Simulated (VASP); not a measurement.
Runs of VASP 6.6.1 on Al3GaN4. The structure is that of space group P-43m (No. 215), or close to it. The cells are those of the table. 

| task | cell | cutoff (eV) | smearing | gap on the mesh (eV) | pressure (GPa) | relaxed volume (Å³/atom) | largest force (eV/Å) |
| --- | --- | --- | --- | --- | --- | --- | --- |
| relaxation of the atoms | atoms relaxed from a = 4.473 Å, 8 atoms | 520 | gaussian 0.02 eV | 3.08 | -8.2 | - | 0.01 |
| single point | a = 4.473 Å, 8 atoms | 520 | gaussian 0.02 eV | 3.08 | -8.2 | - | 0.01 |
| relaxation of cell and atoms | relaxed from a = 4.401 Å, 8 atoms | 600 | gaussian 0.02 eV | 3.32 | -0.1 | 10.69 | - |
| single point | a = 4.407 Å, 8 atoms | 520 | gaussian 0.02 eV | 3.32 | -0.1 | - | 0.01 |
| single point | a = 4.539 Å, 8 atoms | 520 | gaussian 0.02 eV | 2.74 | -14.8 | - | - |
| relaxation of cell and atoms | relaxed from a = 4.407 Å, 8 atoms | 600 | gaussian 0.01 eV | 3.32 | 0.0 | 10.69 | - |
| single point | a = 4.275 Å, 8 atoms | 520 | gaussian 0.02 eV | (b) | 21.7 | - | 0.02 |
| relaxation of the atoms | atoms relaxed from a = 4.341 Å, 8 atoms | 520 | gaussian 0.02 eV | (a) | 9.8 | - | - |
| single point | a = 4.407 Å, 8 atoms | 520 | gaussian 0.01 eV | 3.32 | -0.1 | - | 0.01 |

Alike in all rows: level PBEsol; potentials or basis VASP PAW PBE potentials, release 64 (Al, Ga_d, N); no spin polarisation; k mesh 6 × 6 × 6.

Question: Estimate the missing entries.

Answer: (a) 3.34; (b) 3.37.

Caveats: the PAW data sets were made with another functional, which shifts forces and pressure a little; the relaxation stopped at its first step, so nothing moved (some runs).

A k mesh can miss the band edges, and the runs leave out spin-orbit coupling on Ga.
